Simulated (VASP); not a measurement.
Crystal: NaHF2.

```
CELL_PARAMETERS angstrom
1.75710 1.01446 4.63216
-1.75710 1.01446 4.63216
0.00000 -2.02892 4.63216
ATOMIC_POSITIONS crystal
Na 0.00000 0.00000 0.00000
H 0.50000 0.50000 0.50000
F 0.58252 0.58252 0.58252
F 0.41748 0.41748 0.41748
```

```yaml
Program: VASP 6.6.1
Task: relaxation of cell and atoms
Functional: r2SCAN
Potentials_or_basis: VASP PAW PBE potentials, release 64 (Na_pv, H, F)
Cutoff: 600 eV
k_mesh: 9 × 9 × 9
Occupations: gaussian, width 0.02 eV
Spin: no spin polarisation
```

At the start: pressure -2.8 GPa; volume 12.39 Å³/atom.

Problem. Where does the relaxation end?

Solution. Over 15 steps the energy falls by 9.1 meV/atom and the volume is 11.46 Å³/atom (-7.5 %); space group R-3m (No. 166, to 0.05 Å).

The path:
```tsv
step	energy change (eV)	largest force (eV/Å)	pressure (GPa)	volume (Å³)
1	0.0000	0.0663	-2.80	49.54
2	-0.0173	0.3751	-1.00	48.01
3	-0.0178	0.4552	-0.65	47.75
4	-0.0294	0.2451	-0.37	46.86
5	-0.0342	0.0738	-0.07	46.14
6	-0.0299	0.2724	0.70	44.72
7	-0.0349	0.0046	0.11	45.81
8	-0.0352	0.0368	-0.04	45.88
9	-0.0353	0.0800	-0.26	46.00
10	-0.0355	0.0627	-0.26	46.01
11	-0.0358	0.0121	-0.26	46.04
12	-0.0355	0.0925	-0.25	46.11
13	-0.0358	0.0236	-0.26	46.07
14	-0.0360	0.0145	-0.25	46.01
15	-0.0364	0.0106	-0.23	45.85
```

Final structure:
```
Na H F
1.0
     1.70043    0.98175    4.57718
    -1.70043    0.98175    4.57718
     0.00000   -1.96349    4.57718
Na H F
1 1 2
Direct
  0.00000 0.00000 0.00000
  0.50000 0.50000 0.50000
  0.58286 0.58286 0.58286
  0.41714 0.41714 0.41714
```

Caveat: the PAW data sets were made with another functional, which shifts forces and pressure a little.
